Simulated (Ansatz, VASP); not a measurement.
One calculation of WS2, two programs

```xyz
3
Lattice="3.1012 0.0000 0.0000 -1.5506 2.6858 0.0000 0.0000 0.0000 16.5607" Properties=species:S:1:pos:R:3 pbc="T T T"
W     0.0000    1.7905    0.0000
S     1.5506    0.8953   14.9742
S     1.5506    0.8953    1.5865
```

Change from the starting cell: hydrostatic strain -2.2%.

Alike in both runs: task single point; functional r2SCAN; k mesh 12 × 12 × 2; no spin polarisation.

|  | VASP | Ansatz |
| --- | --- | --- |
| version | VASP 6.6.1 | Ansatz 0.2.0 |
| potentials or method | VASP PAW PBE potentials, release 64 (W_sv, S) | plane waves, PAW |
| plane-wave cutoff (eV) | 520 | 500 |
| occupations | gaussian, width 0.01 eV | fixed |
| valence electrons in the cell | 26 | 26 |

Ansatz gave:

```
gap on the k mesh at the Fermi level (eV) : 2.10
rms of the force components (eV/Å)        : 0.006
```

Question: Estimate VASP's values.

Answer: gap on the k mesh at the Fermi level (eV): 2.09; rms of the force components (eV/Å): 0.018.

VASP's potentials were made for PBE, not for r2SCAN. Atom by atom the forces differ by 0.012 eV/Å (rms over components).

Neither program's run includes spin-orbit coupling.
